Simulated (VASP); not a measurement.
Input of a VASP 6.6.1 run:

Contents of INCAR:

```
SYSTEM = LiCl
PREC = Accurate ; ENCUT = 520
EDIFF = 1E-6 ; ISMEAR = 0
SIGMA = 0.05 ; LREAL = .False.
LASPH = .True. ; NELM = 60
ALGO = Normal ; ISIF = 2
LWAVE = .False. ; LCHARG = .True.
LELF = .True. ; LVHAR = .True.
NBANDS = 12
```

The input KPOINTS:

```
regular mesh
0
Gamma
  8 8 8
  0 0 0
```

Contents of POSCAR:

```
LiCl
1.0
    0.0000000000      2.5647600000      2.6288790000
    2.5647600000      0.0000000000      2.6288790000
    2.5647600000      2.5647600000      0.0000000000
Li Cl
1 1
Direct
    0.0000000000      0.0000000000      0.0000000000
    0.5000000000      0.5000000000      0.5000000000
```

Potentials or basis: VASP PAW LDA potentials, release 64 (Li_sv, Cl).

Command:

```bash
$ cat potpaw_LDA.64/Li_sv/POTCAR potpaw_LDA.64/Cl/POTCAR > POTCAR
$ mpirun -np 1 vasp_std > vasp.out
```

(1) Predict the band gap on the k mesh.

Results:

(1) 5.82 eV, direct.

Caveat: the cell differs from its parent crystal (strain +0.000 along x and y, +0.025 along z).
